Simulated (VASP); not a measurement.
Ga: single point with RPBE

Ga:

```
Ga
1.0
    -1.70758    1.70758    1.70758
     1.70758   -1.70758    1.70758
     1.70758    1.70758   -1.70758
Ga
1
Direct
  0.00000 0.00000 0.00000
```

- Program: VASP 6.6.1
- Task: single point
- Functional: RPBE
- Potentials or basis: VASP PAW PBE potentials, release 64 (Ga_d)
- Cutoff: 520 eV
- k mesh: 21 × 21 × 21
- Occupations: fermi-dirac, width 0.1 eV
- Spin: no spin polarisation

The pressure is 0.1 GPa.

Levels at points of the mesh, in eV from the Fermi level:
```tsv
k point	band 2	band 3	band 4	band 5	band 6	band 7	band 8	band 9	band 10	band 11
(0.00, 0.00, 0.00)	-14.92	-14.92	-14.76	-14.76	-10.63	12.00	12.00	12.00	16.60	16.60
```

It took 76 s on 1 thread of Intel(R) Xeon(R) Platinum 8259CL CPU @ 2.50GHz (Skylake/Cascade Lake), on a shared host, peak memory 0.19 GiB.

Caveat: the PAW data sets were made with another functional, which shifts forces and pressure a little.
